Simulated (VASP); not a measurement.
The system is Be2H3.

```
CELL_PARAMETERS angstrom
2.89327 0.00000 0.00000
-1.44664 2.50565 0.00000
0.00000 0.00000 4.50146
ATOMIC_POSITIONS crystal
Be 0.33333 0.66667 0.24500
Be 0.66667 0.33333 0.75500
H 0.00000 0.00000 0.00000
H 0.33333 0.66667 0.64500
H 0.66667 0.33333 0.35500
```

```yaml
Program: VASP 6.6.1
Task: relaxation of cell and atoms
Functional: PBE
Potentials_or_basis: VASP PAW PBE potentials, release 64 (Be, H)
Cutoff: 600 eV
k_mesh: 6 × 6 × 4
Occupations: gaussian, width 0.1 eV
Spin: no spin polarisation
```

At the start: pressure -12.6 GPa; volume 6.53 Å³/atom.

Problem. Where does the relaxation end?

Solution. Over 25 steps the energy falls by 151.0 meV/atom and the volume is 5.89 Å³/atom (-9.7 %); space group P-3m1 (No. 164, to 0.1 Å) before and after.

Step by step:
```csv
step,energy change (eV),largest force (eV/Å),pressure (GPa),volume (Å³)
1,0.0000,0.2961,-12.58,32.63
2,-0.2237,0.1818,-8.12,30.26
3,-0.3666,0.1394,-0.62,27.56
4,-0.3798,0.1216,3.14,26.51
5,-0.4135,0.2098,2.82,26.70
6,-0.4748,0.5083,2.82,27.16
7,-0.4492,0.9484,5.96,27.81
8,-0.4861,0.7172,3.59,27.46
9,-0.5175,0.7328,2.75,27.82
10,-0.5959,0.6559,0.21,28.90
11,-0.6593,0.2947,-4.36,30.97
12,-0.6631,0.3791,-3.03,30.29
13,-0.6645,0.3592,-3.34,30.44
14,-0.6901,0.2661,-2.28,29.97
15,-0.7227,0.2200,1.16,28.80
16,-0.5724,0.8662,11.38,26.55
17,-0.7244,0.2111,1.82,28.61
18,-0.7249,0.1384,3.00,28.27
19,-0.7339,0.1944,2.85,28.40
20,-0.7346,0.1506,2.85,28.37
21,-0.7480,0.1307,1.10,28.95
22,-0.7527,0.1098,-0.72,29.63
23,-0.7527,0.1111,-0.61,29.59
24,-0.7545,0.0497,-0.07,29.51
25,-0.7548,0.0341,0.25,29.47
```

Final structure:
```xyz
5
Lattice="2.4656 0.0000 0.0000 -1.2328 2.1353 0.0000 0.0000 0.0000 5.5974" Properties=species:S:1:pos:R:3 pbc="T T T"
Be    0.0000    1.4235    1.0789
Be    1.2328    0.7118    4.5185
H     0.0000    0.0000    0.0000
H     0.0000    1.4235    3.7799
H     1.2328    0.7118    1.8175
```

Caveat: the k points lie up to 0.49 Å⁻¹ apart in the final cell, too coarse for converged energies and pressures of a metal; a cell axis changed by over 15 % at a fixed basis, so the end point is rough.
